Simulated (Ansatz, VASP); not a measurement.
## Two plane-wave programs on HfN

```
Hf N
1.0
     0.00000    2.27390    2.27390
     2.27390    0.00000    2.27390
     2.27390    2.27390    0.00000
Hf N
1 1
Direct
  0.99994 0.00004 0.99991
  0.50006 0.49996 0.50009
```

Change from the starting cell: all N atoms moved 0.2 Å in one direction; relaxed back.

Alike in both runs: functional PBE; k mesh 12 × 12 × 12; occupations gaussian, width 0.15 eV; no spin polarisation.

Ansatz relaxed the structure, and its values are those at the end. VASP's run is a single point on that final structure, the one shown.

|  | VASP | Ansatz |
| --- | --- | --- |
| version | VASP 6.6.1 | Ansatz 0.2.0 |
| potentials or method | VASP PAW PBE potentials, release 64 (Hf_pv, N), cutoff 520 eV | scalar-relativistic, plane waves, PAW |
| valence electrons in the cell | 15 | 31 |

```tsv
	VASP	Ansatz	Ansatz less VASP
gap on the k mesh at the Fermi level (eV)	none	none	-
pressure (GPa)	-2.4	-0.1	+2.34
rms of the force components (eV/Å)	0.005	0.005	0.0000
```

A gap of «none» marks a metal or a gap that the smearing closes. VASP's potentials hold 15 valence electrons a cell and Ansatz's 31, so a difference there can come from the potentials and not from the codes. Ansatz's warnings: stress scf threshold loose.

Neither program's run includes spin-orbit coupling.
